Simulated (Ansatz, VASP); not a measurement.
This is a calculation of Ti for Ansatz 0.2.0.

The input input:

```
crystal:
  lattice:
    - [0.0, 2.0025642044, 2.0025642044]
    - [2.0025642044, 0.0, 2.0025642044]
    - [2.0025642044, 2.0025642044, 0.0]
  atoms:
    - { symbol: Ti, position: [0.0, 0.0, 0.0] }
hamiltonian:
  xc: hse06
  pseudopotentials: { kind: paw }
kpoints:
  mp_grid: { grid: [6, 6, 6] }
scf:
  occupations: { method: fermi_dirac, width: 0.05 }
output:
  forces: true
  stress: true
  eigenvalues: true
```

Problem. Translate it to VASP 6.6.1. Potentials there: VASP PAW PBE potentials, release 64 (Ti_sv).

Solution. As run (the cutoff follows the program's own potentials):

The input POSCAR:

```
Ti
1.0
    0.0000000000      2.0025642044      2.0025642044
    2.0025642044      0.0000000000      2.0025642044
    2.0025642044      2.0025642044      0.0000000000
Ti
1
Direct
    0.0000000000      0.0000000000      0.0000000000
```

The input INCAR.step1:

```
PREC = Accurate
ENCUT = 520
EDIFF = 1E-5
ISMEAR = -1
SIGMA = 0.05
LREAL = F
LASPH = T
NELM = 80
ALGO = Normal
ISIF = 2
LWAVE = T
LCHARG = F
GGA = PE
NBANDS = 12
```

File INCAR.step2:

```
PREC = Accurate
ENCUT = 520
EDIFF = 1E-6
ISMEAR = -1
SIGMA = 0.05
LREAL = F
LASPH = T
NELM = 80
ALGO = Normal
ISIF = 2
LWAVE = F
LCHARG = F
GGA = PE
LHFCALC = T
HFSCREEN = 0.2079
PRECFOCK = Normal
ISTART = 1
NBANDS = 12
```

KPOINTS

```
Automatic mesh
0
Gamma
  6 6 6
```

Potentials or basis: VASP PAW PBE potentials, release 64 (Ti_sv).

Launch:

```console
$ cat potpaw_PBE.64/Ti_sv/POTCAR > POTCAR
$ cp INCAR.step1 INCAR
$ mpirun -np 1 vasp_std > vasp.out
$ cp INCAR.step2 INCAR
$ mpirun -np 1 vasp_std > vasp.out
```

Both were run:

|  | VASP | Ansatz | Ansatz less VASP |
| --- | --- | --- | --- |
| gap on the k mesh at the Fermi level (eV) | none | none | - |
| pressure (GPa) | 9.7 | 10.3 | +0.67 |

A gap of «none» marks a metal or a gap that the smearing closes.

The k mesh is coarse, so the values compare programs but aren't converged.
